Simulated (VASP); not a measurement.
# NbTe4Mo (P-6m2) in VASP: a series of runs

NbTe4Mo is run at these levels: PBE; tasks: single point, relaxation of cell and atoms.

Program: VASP 6.6.1. These are calculated values, not measurements. Logs are shortened: lines on timing, memory, paths and dates and some standing lists are left out, and cuts for length are marked.

## Step 1: The cell of the first run

The structure is hexagonal, space group P-6m2 (No. 187). The conventional cell has a = 3.623 Å, b = 3.623 Å, c = 14.736 Å, α = 90.00°, β = 90.00°, γ = 120.00°. Nb (site symmetry -6m2) has 6 Te at 2.80 Å and 6 Nb at 3.62 Å within 3.7 Å. Within 3.7 Å of Te (site symmetry 3m) lie 3 Mo at 2.75 Å and 7 Te at 3.57 to 3.62 Å. Within 3.8 Å of Te (site symmetry 3m) lie 3 Nb at 2.80 Å and 7 Te at 3.62 to 3.73 Å. Mo (site symmetry -6m2) has 6 Te at 2.75 Å and 6 Mo at 3.62 Å within 3.7 Å.

## Step 2: Single point, PBE

INCAR reads:

```
SYSTEM = NbTe4Mo
PREC     = Accurate       ! precision mode
ENCUT    = 520            ! plane-wave cutoff, eV
EDIFF    = 1E-6           ! SCF threshold, eV
ISMEAR   = 0              ! smearing method
SIGMA    = 0.1            ! smearing width, eV
LREAL    = .FALSE.        ! projectors in reciprocal space
LASPH    = .TRUE.         ! aspherical terms in the spheres
NELM     = 100            ! most SCF steps
ALGO     = Normal         ! electronic algorithm
ISIF     = 2              ! what is computed and relaxed
LWAVE    = .FALSE.        ! write WAVECAR
LCHARG   = .FALSE.        ! write CHGCAR
GGA      = PE             ! functional
NBANDS   = 34             ! bands
```

KPOINTS reads:

```
Automatic mesh
0
G
  12 12 4
  0 0 0
```

POSCAR reads:

```
NbTe4Mo
1.0
    3.6233800774      0.0000000000      0.0000000000
   -1.8116900387      3.1379391946      0.0000000000
    0.0000000000      0.0000000000     14.7358980029
Nb Te Mo
1 4 1
Direct
    0.3333333333      0.6666666667      0.0000000000
    0.3333333333      0.6666666667      0.3789822312
    0.6666666667      0.3333333333      0.8732772351
    0.3333333333      0.6666666667      0.6210177688
    0.6666666667      0.3333333333      0.1267227649
    0.6666666667      0.3333333333      0.5000000000
```

Potentials or basis: VASP PAW PBE potentials, release 64 (Nb_sv, Te, Mo_sv).

Launch:

```console
$ cat potpaw_PBE.64/Nb_sv/POTCAR potpaw_PBE.64/Te/POTCAR potpaw_PBE.64/Mo_sv/POTCAR > POTCAR
$ mpirun -np 1 vasp_std > vasp.out
```

OUTCAR:

```text
SYSTEM = NbTe4Mo
   PREC = Accurate
   ENCUT = 520
   EDIFF = 1E-6
   ISMEAR = 0
   LREAL = .FALSE.
   LASPH = .TRUE.
   NELM = 100
   ISIF = 2
   GGA = PE

 ion  position               nearest neighbor table
   1  0.333  0.667  0.000-   3 2.80   5 2.80   3 2.80   5 2.80   3 2.80   5 2.80
   2  0.333  0.667  0.379-   6 2.75   6 2.75   6 2.75   4 3.57
   3  0.667  0.333  0.873-   1 2.80   1 2.80   1 2.80
   4  0.333  0.667  0.621-   6 2.75   6 2.75   6 2.75   2 3.57
   5  0.667  0.333  0.127-   1 2.80   1 2.80   1 2.80
   6  0.667  0.333  0.500-   2 2.75   4 2.75   2 2.75   4 2.75   2 2.75   4 2.75

  LATTYP: Found a hexagonal cell.
 ALAT       =     3.6233800774
 C/A-ratio  =     4.0668927046

  Lattice vectors:

 A1 = (   3.6233800774,   0.0000000000,   0.0000000000)
 A2 = (  -1.8116900387,   3.1379391946,   0.0000000000)
 A3 = (   0.0000000000,   0.0000000000,  14.7358980029)

Analysis of symmetry for initial positions (statically):
=====================================================================
 Subroutine PRICEL returns:
 Original cell was already a primitive cell.

 Routine SETGRP: Setting up the symmetry group for a
 hexagonal supercell.

 Subroutine GETGRP returns: Found 12 space group operations
 (whereof 12 operations were pure point group operations)
 out of a pool of 24 trial point group operations.

The static configuration has the point symmetry D_3h.

Analysis of symmetry for dynamics (positions and initial velocities):
=====================================================================
 Subroutine PRICEL returns:
 Original cell was already a primitive cell.

 Routine SETGRP: Setting up the symmetry group for a
 hexagonal supercell.

 Subroutine GETGRP returns: Found 12 space group operations
 (whereof 12 operations were pure point group operations)
 out of a pool of 24 trial point group operations.

The dynamic configuration has the point symmetry D_3h.

 Subroutine INISYM returns: Found 12 space group operations
 (whereof 12 operations are pure point group operations),
 and found     1 'primitive' translations

----------------------------------------------------------------------------------------

                                     Primitive cell

  volume of cell :     167.5464

  direct lattice vectors                    reciprocal lattice vectors
     3.623380077  0.000000000  0.000000000     0.275985400  0.159340245  0.000000000
    -1.811690039  3.137939195  0.000000000     0.000000000  0.318680490  0.000000000
     0.000000000  0.000000000 14.735898003     0.000000000  0.000000000  0.067861490

  length of vectors
     3.623380077  3.623380077 14.735898003     0.318680490  0.318680490  0.067861490

  position of ions in fractional coordinates (direct lattice)
     0.333333333  0.666666667  0.000000000
     0.333333333  0.666666667  0.378982231
     0.666666667  0.333333333  0.873277235
     0.333333333  0.666666667  0.621017769
     0.666666667  0.333333333  0.126722765
     0.666666667  0.333333333  0.500000000

  ion indices of the primitive-cell ions
   primitive index   ion index
                 1           1
                 2           2
                 3           3
                 4           4
                 5           5
                 6           6

----------------------------------------------------------------------------------------

 KPOINTS: Automatic mesh

Automatic generation of k-mesh.
 Grid dimensions read from file:
 generate k-points for:   12   12    4

 Generating k-lattice:

  Cartesian coordinates                     Fractional coordinates (reciprocal lattice)
     0.022998783  0.013278354  0.000000000     0.083333333  0.000000000  0.000000000
     0.000000000  0.026556707  0.000000000     0.000000000  0.083333333  0.000000000
     0.000000000  0.000000000  0.016965373     0.000000000  0.000000000  0.250000000

  Length of vectors
     0.026556707  0.026556707  0.016965373

  Shift w.r.t. Gamma in fractional coordinates (k-lattice)
     0.000000000  0.000000000  0.000000000

 Subroutine IBZKPT returns following result:
 ===========================================

 Found     57 irreducible k-points:

 Following reciprocal coordinates:
            Coordinates               Weight
  0.000000  0.000000  0.000000      1.000000
  0.083333  0.000000  0.000000      6.000000
  0.166667 -0.000000  0.000000      6.000000
  0.250000  0.000000  0.000000      6.000000
  0.333333 -0.000000  0.000000      6.000000
  0.416667 -0.000000  0.000000      6.000000
[... 16 lines left out ...]
  0.250000  0.000000  0.250000     12.000000
  0.333333 -0.000000  0.250000     12.000000
 [... further k-points ...]
   k-points           NKPTS =     57   k-points in BZ     NKDIM =     57   number of bands    NBANDS=     34
   number of dos      NEDOS =    301   number of ions     NIONS =      6
   total plane-waves  NPLWV =  87808
   dimension x,y,z NGX =    28 NGY =   28 NGZ =  112
   dimension x,y,z NGXF=    56 NGYF=   56 NGZF=  224
   ions per type =               1   4   1
   NGX,Y,Z   is equivalent  to a cutoff of  12.85, 12.85, 12.64 a.u.
   NGXF,Y,Z  is equivalent  to a cutoff of  25.69, 25.69, 25.27 a.u.
 SYSTEM =  NbTe4Mo
   PREC   = accura    normal or accurate (medium, high low for compatibility)
   ISTART =      0    job   : 0-new  1-cont  2-samecut
   ICHARG =      2    charge: 1-file 2-atom 10-const
   ISPIN  =      1    spin polarized calculation?
   LNONCOLLINEAR =      F non collinear calculations
   LSORBIT =      F    spin-orbit coupling
   LASPH  =      T    aspherical Exc in radial PAW
   ENCUT  =  520.0 eV  38.22 Ry    6.18 a.u.   6.74  6.74 27.40*2*pi/ulx,y,z
   NELM   =    100;   NELMIN=  2; NELMDL= -5     # of ELM steps
   EDIFF  = 0.1E-05   stopping-criterion for ELM
   LREAL  =      F    real-space projection
   EDIFFG = 0.1E-04   stopping-criterion for IOM
   NSW    =      0    number of steps for IOM
   IBRION =     -1    ionic relax: 0-MD 1-quasi-New 2-CG
   NFREE  =      0    steps in history (QN), initial steepest desc. (CG)
   ISIF   =      2    stress and relaxation
   ISYM   =      2    0-nonsym 1-usesym 2-fastsym
   POTIM  = 0.5000    time-step for ionic-motion
   TEBEG  =    0.0;   TEEND  =   0.0 temperature during run
   PSTRESS=    0.0 pullay stress
   NELECT =      51.0000    total number of electrons
   NUPDOWN=      -1.0000    fix difference up-down
   EMIN   =  10.00;   EMAX   =-10.00  energy-range for DOS
   EFERMI =   0.00;   METHOD = LEGACY
   ISMEAR =     0;   SIGMA  =   0.10  broadening in eV -4-tet -1-fermi 0-gaus
   EFERMI_NEDOS =   21; number of points for ismear=-14 and -15
   IALGO  =     38    algorithm
   IMIX   =      4    mixing-type and parameters
     AMIX     =   0.40;   BMIX     =  1.00
     AMIX_MAG =   1.60;   BMIX_MAG =  1.00
  volume/ion in A,a.u.               =      27.92       188.44
  Fermi-wavevector in a.u.,A,eV,Ry     =   1.101252  2.081064 16.500534  1.212755
  Thomas-Fermi vector in A             =   2.237676
   LORBIT       =      0    0 simple, 1 ext, 2 COOP (PROOUT), +10 PAW based schemes
   GGA     = PE    functional components
   LHFCALC =     F    Hartree Fock is set to
   AEXX    =    0.0000 exact exchange contribution
   IVDW    =     0    specifies the selected vdW correction
   LEPSILON=     F    determine dielectric tensor
   LRPA    =     F    only Hartree local field effects (RPA)
 non-spin polarized calculation
 Gauss-broadening in eV      SIGMA  =   0.10
  energy-cutoff  :      520.00
  volume of cell :      167.55
 maximum number of plane-waves:      4538
 NGX is ok and might be reduce to    28
   NGX = 13   NGY = 13   NGZ = 55

 number of electron      51.0000001 magnetization

 Free energy of the ion-electron system (eV)
  ---------------------------------------------------
  ext. energy  EPLUGINS =         0.00000000
  ---------------------------------------------------
  free energy    TOTEN  =       -35.82533619 eV

  energy without entropy =      -35.80648707  energy(sigma->0) =      -35.81591163

 E-fermi :   6.8442     XC(G=0):  -9.8365

 val. band max:        6.8441051074   @ k =   0.2500   0.1667   0.5000
 cond. band min:       6.8562808624   @ k =   0.4167   0.0833   0.0000
 fundamental gap:      0.0121757551
 Fermi energy:         6.8442096257

 k-point     1 :       0.0000    0.0000    0.0000
  band No.  band energies     occupation
      1     -54.0632      2.00000
      2     -48.0575      2.00000
      3     -28.1748      2.00000
      4     -28.1211      2.00000
      5     -28.1211      2.00000
      6     -24.1172      2.00000
[... 26 lines left out ...]
     33      10.1697      0.00000
     34      10.1697      0.00000

 k-point     2 :       0.0833    0.0000    0.0000
  band No.  band energies     occupation
      1     -54.0628      2.00000
      2     -48.0567      2.00000
      3     -28.1734      2.00000
      4     -28.1275      2.00000
      5     -28.1226      2.00000
      6     -24.1149      2.00000
[... 26 lines left out ...]
     33      10.0098      0.00000
     34      10.0507      0.00000

 k-point     3 :       0.1667   -0.0000    0.0000
  band No.  band energies     occupation
      1     -54.0616      2.00000
      2     -48.0546      2.00000
      3     -28.1696      2.00000
      4     -28.1447      2.00000
      5     -28.1266      2.00000
      6     -24.1215      2.00000
[... 26 lines left out ...]
     33       9.7899      0.00000
     34      10.3166      0.00000
[... 704 lines left out ...]
 k-point    23 :       0.2500    0.0000    0.2500
  band No.  band energies     occupation
      1     -54.0600      2.00000
      2     -48.0518      2.00000
      3     -28.1681      2.00000
      4     -28.1645      2.00000
      5     -28.1321      2.00000
      6     -24.1598      2.00000
[... 26 lines left out ...]
     33       9.9929      0.00000
     34      10.5578      0.00000

 k-point    24 :       0.3333   -0.0000    0.2500
  band No.  band energies     occupation
      1     -54.0584      2.00000
      2     -48.0489      2.00000
      3     -28.1914      2.00000
      4     -28.1593      2.00000
      5     -28.1376      2.00000
      6     -24.1978      2.00000
[... 26 lines left out ...]
     33      10.1172      0.00000
     34      10.7163      0.00000

 [... further k-points ...]

------------------------ aborting loop because EDIFF is reached ----------------------------------------

  FORCE on cell =-STRESS in cart. coord.  units (eV):
  Direction    XX          YY          ZZ          XY          YZ          ZX
  --------------------------------------------------------------------------------------
  -------------------------------------------------------------------------------------
  Total       -0.0571003     -0.0571003      0.0115516      0.0000000     -0.0000000      0.0000000
  in kB       -0.5460264     -0.5460264      0.1104630      0.0000000     -0.0000000      0.0000000
  external PRESSURE =      -0.3271966 kB  Pullay stress =       0.0000000 kB

 VOLUME and BASIS-vectors are now :
 -----------------------------------------------------------------------------
  energy-cutoff  :      520.00
  volume of cell :      167.55
      direct lattice vectors                 reciprocal lattice vectors
     3.623380077  0.000000000  0.000000000     0.275985400  0.159340245  0.000000000
    -1.811690039  3.137939195  0.000000000     0.000000000  0.318680490  0.000000000
     0.000000000  0.000000000 14.735898003     0.000000000  0.000000000  0.067861490

 POSITION                                       TOTAL-FORCE (eV/Angst)
 -----------------------------------------------------------------------------------
     -0.00000      2.09196      0.00000        -0.000000      0.000000      0.000000
     -0.00000      2.09196      5.58464         0.000000      0.000000     -0.013499
      1.81169      1.04598     12.86852         0.000000      0.000000      0.006720
     -0.00000      2.09196      9.15125         0.000000      0.000000      0.013499
      1.81169      1.04598      1.86737         0.000000      0.000000     -0.006720
      1.81169      1.04598      7.36795        -0.000000     -0.000000      0.000000
 -----------------------------------------------------------------------------------
    total drift:                                0.000000     -0.000000      0.000000

  FREE ENERGIE OF THE ION-ELECTRON SYSTEM (eV)
  ---------------------------------------------------
  free  energy   TOTEN  =       -35.8253361946 eV

  energy  without entropy=      -35.8064870697  energy(sigma->0) =      -35.81591163
```

Wall time 3.4 min (1 thread of Intel Xeon 6975P-C (Granite Rapids), shared host); peak memory 0.49 GiB.

What came out:

```yaml
Free_energy: -35.8253 eV
Pressure: 0.0 GPa
Largest_force: 0.013 eV/Å
Band_gap_on_the_k_mesh: zero (an odd number of electrons rules out a gap without spin polarisation)
```

Forces in eV/Å, atoms in the order of the input:
```
Nb   0.000  0.000  0.000
Te   0.000  0.000 -0.013
Te   0.000  0.000  0.007
Te   0.000  0.000  0.013
Te   0.000  0.000 -0.007
Mo   0.000  0.000  0.000
```

Levels at points of the mesh, in eV from the Fermi level:
| k point | band 23 | band 24 | band 25 | band 26 | band 27 | band 28 |
| --- | --- | --- | --- | --- | --- | --- |
| (0.00, 0.00, 0.00) | -0.50 | -0.33 | -0.33 | 0.36 | 2.67 | 2.67 |
| (0.50, 0.00, 0.00) | -0.87 | -0.68 | -0.41 | -0.20 | 1.07 | 1.42 |
| (0.00, 0.00, 0.50) | -0.33 | -0.33 | -0.11 | 0.38 | 2.67 | 2.67 |
| (0.50, 0.00, 0.50) | -0.86 | -0.67 | -0.40 | -0.21 | 1.07 | 1.43 |

Caveat: spin-orbit coupling is left out, which moves the levels of the heavy elements; this functional lacks dispersion, which binds layers or chains, so the pressure and a relaxed spacing across them are unreliable.

## Step 3: Relaxation of cell and atoms, PBE

This run uses another cell than the first one, of 28.74 Å³/atom.

INCAR reads:

```
SYSTEM = NbTe4Mo
ALGO = Normal ; EDIFF = 1E-7
EDIFFG = -0.04 ; ENCUT = 600
GGA = PE ; IBRION = 2
ISIF = 3 ; ISMEAR = 0
LASPH = .TRUE. ; LCHARG = .FALSE.
LREAL = .FALSE. ; LWAVE = .FALSE.
NELM = 100 ; NSW = 90
PREC = Accurate ; SIGMA = 0.1
```

KPOINTS reads:

```
k-points
0
G
  6 6 2
  0 0 0
```

POSCAR reads:

```
NbTe4Mo
1.0
    3.6872734600      0.0000000000      0.0000000000
   -1.8436367300      3.1932724900      0.0000000000
    0.0000000000      0.0000000000     14.6451270400
Nb Te Mo
1 4 1
Direct
    0.3333333300      0.6666666700      0.0000000000
    0.3333333300      0.6666666700      0.3709999900
    0.6666666700      0.3333333300      0.8709999900
    0.3333333300      0.6666666700      0.6290000100
    0.6666666700      0.3333333300      0.1290000100
    0.6666666700      0.3333333300      0.5000000000
```

Potentials or basis: VASP PAW PBE potentials, release 64 (Nb_sv, Te, Mo_sv).

Launch:

```console
$ cat potpaw_PBE.64/Nb_sv/POTCAR potpaw_PBE.64/Te/POTCAR potpaw_PBE.64/Mo_sv/POTCAR > POTCAR
$ mpirun -np 1 vasp_std > vasp.out
```

It took 10 min on 1 thread of Intel Xeon 6975P-C (Granite Rapids), shared host; peak memory 0.4 GiB.

Results (log left out):

- Free energy: -35.8195 eV
- Relaxed volume: 27.81 Å³/atom
- Relaxed cell: a = 3.628 Å, b = 3.628 Å, c = 14.639 Å, α = 90.00°, β = 90.00°, γ = 120.00°
- Space group after relaxing (to 0.1 Å): P-6m2 (No. 187)
- Energy gained by relaxing: 41.9 meV/atom
- Ionic steps: 13
- Pressure after relaxing: -0.1 GPa
- Largest force after relaxing: 0.007 eV/Å
- Band gap on the k mesh: zero (an odd number of electrons rules out a gap without spin polarisation)

Forces on the atoms (eV/Å):
```
Nb   0.000  0.000  0.000
Te   0.000  0.000  0.007
Te   0.000  0.000  0.003
Te   0.000  0.000 -0.007
Te   0.000  0.000 -0.003
Mo   0.000  0.000  0.000
```

Stress tensor (GPa, compression positive):
```
-0.12  0.00  0.00
 0.00 -0.12  0.00
 0.00  0.00  0.06
```

The path:
```tsv
step	energy change (eV)	largest force (eV/Å)	pressure (GPa)	volume (Å³)
1	0.0000	1.3846	-4.98	172.44
2	0.1642	1.6704	9.16	151.05
3	-0.2196	0.4287	0.07	162.66
4	-0.2197	0.4007	0.23	162.43
5	-0.2387	0.2030	0.18	162.71
6	-0.2444	0.0381	0.16	162.97
7	-0.2451	0.0959	-0.17	163.67
8	-0.2451	0.0916	-0.15	163.62
9	-0.2458	0.0862	-0.11	163.72
10	-0.2473	0.0689	-0.03	164.01
11	-0.2489	0.0637	0.15	164.59
12	-0.2501	0.0480	0.09	165.23
13	-0.2514	0.0069	-0.06	166.87
```

Final structure:
```
Nb Te Mo
1.0
     3.62801    0.00000    0.00000
    -1.81400    3.14195    0.00000
     0.00000    0.00000   14.63923
Nb Te Mo
1 4 1
Direct
  0.33333 0.66667 0.00000
  0.33333 0.66667 0.37819
  0.66667 0.33333 0.87276
  0.33333 0.66667 0.62181
  0.66667 0.33333 0.12724
  0.66667 0.33333 0.50000
```

Levels at points of the mesh, in eV from the Fermi level:
| k point | band 23 | band 24 | band 25 | band 26 | band 27 | band 28 |
| --- | --- | --- | --- | --- | --- | --- |
| (0.00, 0.00, 0.00) | -0.46 | -0.38 | -0.38 | 0.36 | 2.63 | 2.63 |
| (0.50, 0.00, 0.00) | -0.89 | -0.72 | -0.45 | -0.25 | 1.04 | 1.38 |
| (0.00, 0.00, 0.50) | -0.38 | -0.38 | -0.10 | 0.38 | 2.63 | 2.63 |
| (0.50, 0.00, 0.50) | -0.88 | -0.70 | -0.44 | -0.26 | 1.04 | 1.40 |

Caveat: spin-orbit coupling is left out, which moves the levels of the heavy elements; this functional lacks dispersion, which binds layers or chains, so the pressure and a relaxed spacing across them are unreliable.

The gap in the log of VASP goes by the Fermi energy; the results here count the filled bands.